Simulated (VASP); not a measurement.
# Rb (Im-3m) in VASP: single point with PBE

Aim: the single point of Rb with PBE.

Everything below comes from runs of VASP 6.6.1. Logs are shortened: lines on timing, memory, paths and dates and some standing lists are left out, and cuts for length are marked.

## Step 1: The cell of the first run

Symmetry: Im-3m, No. 229, cubic system. Conventional cell: a = 5.684 Å, b = 5.684 Å, c = 5.684 Å, α = 90.00°, β = 90.00°, γ = 90.00°.

## Step 2: Single point, PBE

File INCAR:

```
  PREC = Accurate
  ENCUT = 520
  EDIFF = 1E-7
  ISMEAR = -1
  SIGMA = 0.13605693000000002
  LREAL = False
  LASPH = True
  NELM = 80
  ALGO = Normal
  ISIF = 2
  LWAVE = False
  LCHARG = False
  GGA = PE
  NBANDS = 10
```

File KPOINTS:

```
Automatic mesh
0
Gamma
  8 8 8
```

File POSCAR:

```
Rb
1.0
   -2.8418150303      2.8418150303      2.8418150303
    2.8418150303     -2.8418150303      2.8418150303
    2.8418150303      2.8418150303     -2.8418150303
Rb
1
Direct
    0.0000000000      0.0000000000      0.0000000000
```

Potentials or basis: VASP PAW PBE potentials, release 64 (Rb_sv).

Started as:

```
cat potpaw_PBE.64/Rb_sv/POTCAR > POTCAR
mpirun -np 1 vasp_std > vasp.out
```

OUTCAR:

```text
PREC = Accurate
   ENCUT = 520
   EDIFF = 1E-7
   ISMEAR = -1
   LREAL = False
   LASPH = True
   NELM = 80
   ISIF = 2
   GGA = PE

 ion  position               nearest neighbor table
   1  0.000  0.000  0.000-

  LATTYP: Found a body centered cubic cell.
 ALAT       =     5.6836300606

  Lattice vectors:

 A1 = (  -2.8418150303,   2.8418150303,   2.8418150303)
 A2 = (   2.8418150303,  -2.8418150303,   2.8418150303)
 A3 = (   2.8418150303,   2.8418150303,  -2.8418150303)

Analysis of symmetry for initial positions (statically):
=====================================================================
 Subroutine PRICEL returns:
 Original cell was already a primitive cell.

 Routine SETGRP: Setting up the symmetry group for a
 body centered cubic supercell.

 Subroutine GETGRP returns: Found 48 space group operations
 (whereof 48 operations were pure point group operations)
 out of a pool of 48 trial point group operations.

The static configuration has the point symmetry O_h .

Analysis of symmetry for dynamics (positions and initial velocities):
=====================================================================
 Subroutine PRICEL returns:
 Original cell was already a primitive cell.

 Routine SETGRP: Setting up the symmetry group for a
 body centered cubic supercell.

 Subroutine GETGRP returns: Found 48 space group operations
 (whereof 48 operations were pure point group operations)
 out of a pool of 48 trial point group operations.

The dynamic configuration has the point symmetry O_h .

 Subroutine INISYM returns: Found 48 space group operations
 (whereof 48 operations are pure point group operations),
 and found     1 'primitive' translations

----------------------------------------------------------------------------------------

                                     Primitive cell

  volume of cell :      91.8010

  direct lattice vectors                    reciprocal lattice vectors
    -2.841815030  2.841815030  2.841815030     0.000000000  0.175943893  0.175943893
     2.841815030 -2.841815030  2.841815030     0.175943893  0.000000000  0.175943893
     2.841815030  2.841815030 -2.841815030     0.175943893  0.175943893  0.000000000

  length of vectors
     4.922168018  4.922168018  4.922168018     0.248822240  0.248822240  0.248822240

  position of ions in fractional coordinates (direct lattice)
     0.000000000  0.000000000  0.000000000

  ion indices of the primitive-cell ions
   primitive index   ion index
                 1           1

----------------------------------------------------------------------------------------

 KPOINTS: Automatic mesh

Automatic generation of k-mesh.
 Grid dimensions read from file:
 generate k-points for:    8    8    8

 Generating k-lattice:

  Cartesian coordinates                     Fractional coordinates (reciprocal lattice)
     0.000000000  0.021992987  0.021992987     0.125000000  0.000000000  0.000000000
     0.021992987  0.000000000  0.021992987     0.000000000  0.125000000  0.000000000
     0.021992987  0.021992987  0.000000000     0.000000000  0.000000000  0.125000000

  Length of vectors
     0.031102780  0.031102780  0.031102780

  Shift w.r.t. Gamma in fractional coordinates (k-lattice)
     0.000000000  0.000000000  0.000000000

 Subroutine IBZKPT returns following result:
 ===========================================

 Found     29 irreducible k-points:

 Following reciprocal coordinates:
            Coordinates               Weight
  0.000000  0.000000  0.000000      1.000000
  0.125000  0.000000  0.000000     12.000000
  0.250000  0.000000  0.000000     12.000000
  0.375000  0.000000  0.000000     12.000000
  0.500000  0.000000  0.000000      6.000000
  0.125000  0.125000  0.000000     24.000000
[... 16 lines left out ...]
 -0.250000  0.250000  0.250000      6.000000
 -0.375000  0.375000  0.250000     24.000000
 [... further k-points ...]
   k-points           NKPTS =     29   k-points in BZ     NKDIM =     29   number of bands    NBANDS=     10
   number of dos      NEDOS =    301   number of ions     NIONS =      1
   total plane-waves  NPLWV =  64000
   dimension x,y,z NGX =    40 NGY =   40 NGZ =   40
   dimension x,y,z NGXF=    80 NGYF=   80 NGZF=   80
   ions per type =               1
   NGX,Y,Z   is equivalent  to a cutoff of  13.51, 13.51, 13.51 a.u.
   NGXF,Y,Z  is equivalent  to a cutoff of  27.02, 27.02, 27.02 a.u.
 SYSTEM =  unknown system
   PREC   = accura    normal or accurate (medium, high low for compatibility)
   ISTART =      0    job   : 0-new  1-cont  2-samecut
   ICHARG =      2    charge: 1-file 2-atom 10-const
   ISPIN  =      1    spin polarized calculation?
   LNONCOLLINEAR =      F non collinear calculations
   LSORBIT =      F    spin-orbit coupling
   LASPH  =      T    aspherical Exc in radial PAW
   ENCUT  =  520.0 eV  38.22 Ry    6.18 a.u.   9.15  9.15  9.15*2*pi/ulx,y,z
   NELM   =     80;   NELMIN=  2; NELMDL= -5     # of ELM steps
   EDIFF  = 0.1E-06   stopping-criterion for ELM
   LREAL  =      F    real-space projection
   EDIFFG = 0.1E-05   stopping-criterion for IOM
   NSW    =      0    number of steps for IOM
   IBRION =     -1    ionic relax: 0-MD 1-quasi-New 2-CG
   NFREE  =      0    steps in history (QN), initial steepest desc. (CG)
   ISIF   =      2    stress and relaxation
   ISYM   =      2    0-nonsym 1-usesym 2-fastsym
   POTIM  = 0.5000    time-step for ionic-motion
   TEBEG  =    0.0;   TEEND  =   0.0 temperature during run
   PSTRESS=    0.0 pullay stress
   NELECT =       9.0000    total number of electrons
   NUPDOWN=      -1.0000    fix difference up-down
   EMIN   =  10.00;   EMAX   =-10.00  energy-range for DOS
   EFERMI =   0.00;   METHOD = LEGACY
   ISMEAR =    -1;   SIGMA  =   0.14  broadening in eV -4-tet -1-fermi 0-gaus
   EFERMI_NEDOS =   21; number of points for ismear=-14 and -15
   IALGO  =     38    algorithm
   IMIX   =      4    mixing-type and parameters
     AMIX     =   0.40;   BMIX     =  1.00
     AMIX_MAG =   1.60;   BMIX_MAG =  1.00
  volume/ion in A,a.u.               =      91.80       619.50
  Fermi-wavevector in a.u.,A,eV,Ry     =   0.754872  1.426501  7.753027  0.569831
  Thomas-Fermi vector in A             =   1.852638
   LORBIT       =      0    0 simple, 1 ext, 2 COOP (PROOUT), +10 PAW based schemes
   GGA     = PE    functional components
   LHFCALC =     F    Hartree Fock is set to
   AEXX    =    0.0000 exact exchange contribution
   IVDW    =     0    specifies the selected vdW correction
   LEPSILON=     F    determine dielectric tensor
   LRPA    =     F    only Hartree local field effects (RPA)
 non-spin polarized calculation
  energy-cutoff  :      520.00
  volume of cell :       91.80
 maximum number of plane-waves:      2491
 NGX is ok and might be reduce to    40
   NGX = 19   NGY = 19   NGZ = 19

 number of electron       9.0000000 magnetization

 Free energy of the ion-electron system (eV)
  ---------------------------------------------------
  ext. energy  EPLUGINS =         0.00000000
  ---------------------------------------------------
  free energy    TOTEN  =        -0.96284588 eV

  energy without entropy =       -0.90509695  energy(sigma->0) =       -0.93397142

 E-fermi :  -0.0158     XC(G=0):  -5.4449

 val. band max:       -0.0272167978   @ k =   0.2500   0.2500   0.0000
 cond. band min:       0.0719399925   @ k =   0.3750   0.1250   0.0000
 fundamental gap:      0.0991567903
 Fermi energy:        -0.0157864276

 k-point     1 :       0.0000    0.0000    0.0000
  band No.  band energies     occupation
      1     -28.9133      2.00000
      2     -12.9565      2.00000
      3     -12.9565      2.00000
      4     -12.9565      2.00000
      5      -1.9675      2.00000
      6       3.6638      0.00000
      7       3.6638      0.00000
      8       3.6638      0.00000
      9       4.5909      0.00000
     10       4.5909      0.00000

 k-point     2 :       0.1250    0.0000    0.0000
  band No.  band energies     occupation
      1     -28.9127      2.00000
      2     -12.9704      2.00000
      3     -12.9611      2.00000
      4     -12.9565      2.00000
      5      -1.7854      2.00000
      6       3.3449      0.00000
      7       3.4259      0.00000
      8       3.8312      0.00000
      9       4.3387      0.00000
     10       4.5300      0.00000

 k-point     3 :       0.2500    0.0000    0.0000
  band No.  band energies     occupation
      1     -28.9113      2.00000
      2     -13.0034      2.00000
      3     -12.9721      2.00000
      4     -12.9565      2.00000
      5      -1.2644      1.99979
      6       2.4526      0.00000
      7       3.0034      0.00000
      8       4.3211      0.00000
      9       4.4130      0.00000
     10       4.5086      0.00000

 k-point     4 :       0.3750    0.0000    0.0000
  band No.  band energies     occupation
      1     -28.9099      2.00000
      2     -13.0358      2.00000
      3     -12.9831      2.00000
      4     -12.9565      2.00000
      5      -0.4850      1.93836
      6       1.5090      0.00003
      7       2.6884      0.00000
      8       4.3866      0.00000
      9       4.7018      0.00000
     10       5.0928      0.00000

 k-point     5 :       0.5000    0.0000    0.0000
  band No.  band energies     occupation
      1     -28.9093      2.00000
      2     -13.0491      2.00000
      3     -12.9876      2.00000
      4     -12.9565      2.00000
      5       0.2340      0.27510
      6       0.7662      0.00636
      7       2.5765      0.00000
      8       4.2264      0.00000
      9       5.1298      0.00000
     10       5.2062      0.00000

 k-point     6 :       0.1250    0.1250    0.0000
  band No.  band energies     occupation
      1     -28.9117      2.00000
      2     -12.9931      2.00000
      3     -12.9663      2.00000
      4     -12.9598      2.00000
      5      -1.4331      1.99994
      6       2.8130      0.00000
      7       3.0089      0.00000
      8       4.1253      0.00000
      9       4.1753      0.00000
     10       4.7652      0.00000
[... 183 lines left out ...]
 k-point    21 :      -0.3750   -0.3750    0.1250
  band No.  band energies     occupation
      1     -28.9081      2.00000
      2     -13.0240      2.00000
      3     -13.0240      2.00000
      4     -12.9750      2.00000
      5       1.1045      0.00053
      6       1.1045      0.00053
      7       1.4474      0.00004
      8       4.2066      0.00000
      9       4.2066      0.00000
     10       4.6504      0.00000

 k-point    22 :       0.2500    0.2500    0.2500
  band No.  band energies     occupation
      1     -28.9091      2.00000
      2     -13.0018      2.00000
      3     -13.0018      2.00000
      4     -13.0018      2.00000
      5       1.2870      0.00014
      6       1.2870      0.00014
      7       1.2870      0.00014
      8       2.5540      0.00000
      9       5.3131      0.00000
     10       5.3131      0.00000

 k-point    23 :      -0.2500    0.2500    0.2500
  band No.  band energies     occupation
      1     -28.9095      2.00000
      2     -13.0047      2.00000
      3     -12.9888      2.00000
      4     -12.9888      2.00000
      5      -0.6131      1.97550
      6       2.3211      0.00000
      7       3.0283      0.00000
      8       3.0283      0.00000
      9       4.4105      0.00000
     10       4.5374      0.00000

 k-point    24 :      -0.3750    0.3750    0.2500
  band No.  band energies     occupation
      1     -28.9082      2.00000
      2     -13.0256      2.00000
      3     -13.0006      2.00000
      4     -12.9911      2.00000
      5       0.1050      0.58318
      6       1.6838      0.00001
      7       2.9002      0.00000
      8       2.9397      0.00000
      9       3.9794      0.00000
     10       5.1295      0.00000

 [... further k-points ...]

------------------------ aborting loop because EDIFF is reached ----------------------------------------

  FORCE on cell =-STRESS in cart. coord.  units (eV):
  Direction    XX          YY          ZZ          XY          YZ          ZX
  --------------------------------------------------------------------------------------
  -------------------------------------------------------------------------------------
  Total       -0.0027892     -0.0027892     -0.0027892      0.0000000      0.0000000      0.0000000
  in kB       -0.0486784     -0.0486784     -0.0486784      0.0000000      0.0000000      0.0000000
  external PRESSURE =      -0.0486784 kB  Pullay stress =       0.0000000 kB

 VOLUME and BASIS-vectors are now :
 -----------------------------------------------------------------------------
  energy-cutoff  :      520.00
  volume of cell :       91.80
      direct lattice vectors                 reciprocal lattice vectors
    -2.841815030  2.841815030  2.841815030     0.000000000  0.175943893  0.175943893
     2.841815030 -2.841815030  2.841815030     0.175943893  0.000000000  0.175943893
     2.841815030  2.841815030 -2.841815030     0.175943893  0.175943893  0.000000000

 POSITION                                       TOTAL-FORCE (eV/Angst)
 -----------------------------------------------------------------------------------
      0.00000      0.00000      0.00000         0.000000     -0.000000     -0.000000
 -----------------------------------------------------------------------------------
    total drift:                                0.000000      0.000000     -0.000000

  FREE ENERGIE OF THE ION-ELECTRON SYSTEM (eV)
  ---------------------------------------------------
  free  energy   TOTEN  =        -0.9628458811 eV

  energy  without entropy=       -0.9050969534  energy(sigma->0) =       -0.93397142
```

Run time: 45 s. Hardware: 1 thread of Intel Xeon 8259CL, shared host; peak memory 0.24 GiB.

What came out:

```yaml
Free_energy: -0.9628 eV
Pressure: 0.0 GPa
Band_gap_on_the_k_mesh: zero (an odd number of electrons rules out a gap without spin polarisation)
```

Levels at points of the mesh, in eV from the Fermi level:
| k point | band 2 | band 3 | band 4 | band 5 | band 6 | band 7 |
| --- | --- | --- | --- | --- | --- | --- |
| (0.00, 0.00, 0.00) | -12.94 | -12.94 | -12.94 | -1.95 | 3.68 | 3.68 |
| (0.50, 0.00, 0.00) | -13.03 | -12.97 | -12.94 | 0.25 | 0.78 | 2.59 |
| (0.50, 0.50, 0.50) | -13.01 | -13.01 | -13.01 | 1.27 | 1.27 | 3.24 |
